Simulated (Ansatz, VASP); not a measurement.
One calculation of LiF, two programs

```
Li F
1.0
     0.00000    2.03354    2.03354
     2.03354    0.00000    2.03354
     2.03354    2.03354    0.00000
Li F
1 1
Direct
  0.50000 0.50000 0.50000
  0.00000 0.00000 0.00000
```

Change from the starting cell: the structure that the rattled CoSn type (P6/mmm, No. 191) fell into.

Alike in both runs: functional PBE; k mesh 10 × 10 × 10; occupations gaussian, width 0.02 eV; no spin polarisation.

Ansatz relaxed the structure, and its values are those at the end. VASP's run is a single point on that final structure, the one shown.

|  | VASP | Ansatz |
| --- | --- | --- |
| version | VASP 6.6.1 | Ansatz 0.2.0 |
| potentials or method | VASP PAW PBE potentials, release 64 (Li_sv, F), cutoff 520 eV | scalar-relativistic, plane waves, PAW |
| valence electrons in the cell | 10 | 10 |

VASP gave:

```
gap on the k mesh at the Fermi level (eV) : 8.83
least direct gap on the mesh (eV)         : 8.83
```

Estimate Ansatz's values.

gap on the k mesh at the Fermi level (eV): 8.84; least direct gap on the mesh (eV): 8.84.

Noted on VASP's run: the cutoff is short for stress, so the pressure is rough.
